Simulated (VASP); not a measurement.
Write the native input for VASP 6.6.1 that does the following.

```yaml
Task: single point
Functional: PBE
Potentials_or_basis: VASP PAW PBE potentials, release 64 (Nd_3, Tl_d, P), 4f in core
Cutoff: 500 eV
k_mesh: 4 × 4 × 2
Occupations: gaussian, width 0.1 eV
Spin: no spin polarisation
Dipole_correction: no
Mended: yes
Further_INCAR_settings: ALGO = Normal; EDIFF = 1e-06; NBANDS = 35
```

The structure of NdTl2P3 lies in POSCAR:

```
NdTl2P3
1.0
    4.1663560466      0.0000000000      0.0000000000
    0.0000000000      4.1663560466      0.0000000000
    0.0000000000      0.0000000000      7.9786961088
Nd Tl P
1 2 3
Direct
    0.5000000000      0.5000000000      0.0000000000
    0.5000000000      0.0000000000      0.6397187446
    0.0000000000      0.5000000000      0.3602812554
    0.5000000000      0.0000000000      0.2729126269
    0.0000000000      0.5000000000      0.7270873731
    0.0000000000      0.0000000000      0.0000000000
```

The cell was built from a structure type or drawn by symmetry, and may not be a known phase.

The input as run:

INCAR

```
PREC = Accurate
ENCUT = 500
EDIFF = 1E-6
ISMEAR = 0
SIGMA = 0.1
LREAL = False
LASPH = True
NELM = 200
ALGO = Normal
ISIF = 2
LWAVE = False
LCHARG = True
GGA = PE
LELF = True
LVHAR = True
NBANDS = 35
GGA_COMPAT = False
LMAXMIX = 6
```

KPOINTS

```
regular mesh
0
Gamma
  4 4 2
```

Potentials or basis: VASP PAW PBE potentials, release 64 (Nd_3, Tl_d, P), 4f in core.

The run is started by

```sh
$ cat potpaw_PBE.64/Nd_3/POTCAR potpaw_PBE.64/Tl_d/POTCAR potpaw_PBE.64/P/POTCAR > POTCAR
$ mpirun -np 1 vasp_std > vasp.out
```

It gave:

* Pressure: 0.1 GPa
* Largest force: 0.016 eV/Å
* Band gap on the k mesh: zero (bands 26 and 27 overlap by 1.72 eV)

Caveat: the k points lie up to 0.39 Å⁻¹ apart, too coarse for converged energies and pressures of a metal; spin-orbit coupling is left out, which moves the levels of the heavy elements; the 4f electrons are frozen in the core, so they carry no moment and show no levels.

It took 27 s on 1 thread of Intel(R) Xeon(R) 6975P-C (Granite Rapids), with other jobs on the host, peak memory 0.24 GiB.
